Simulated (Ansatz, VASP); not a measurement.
**One calculation of PtW2, two programs**

```
Pt W
1.0
     0.00000    3.69025    3.69025
     3.69025    0.00000    3.69025
     3.69025    3.69025    0.00000
Pt W
2 4
Direct
  0.00000 0.00000 0.00000
  0.25000 0.25000 0.25000
  0.62500 0.62500 0.62500
  0.12500 0.62500 0.62500
  0.62500 0.62500 0.12500
  0.62500 0.12500 0.62500
```

Alike in both runs: functional PBE; k mesh 4 × 4 × 4; occupations gaussian, width 0.1 eV; no spin polarisation.

Ansatz relaxed the structure, and its values are those at the end. VASP's run is a single point on that final structure, the one shown.

|  | VASP | Ansatz |
| --- | --- | --- |
| version | VASP 6.6.1 | Ansatz 0.2.0 |
| potentials or method | VASP PAW PBE potentials, release 64 (Pt, W_sv), cutoff 520 eV | scalar-relativistic, plane waves, PAW |
| valence electrons in the cell | 76 | 92 |

Ansatz gave:

- gap on the k mesh at the Fermi level (eV): none
- pressure (GPa): -0.1

Estimate VASP's values.

gap on the k mesh at the Fermi level (eV): none; pressure (GPa): 0.5.

A gap of «none» marks a metal or a gap that the smearing closes. VASP's potentials hold 76 valence electrons a cell and Ansatz's 92, so a difference there can come from the potentials and not from the codes.

The k mesh is coarse, so the values compare programs but aren't converged. Spin-orbit coupling is off throughout.
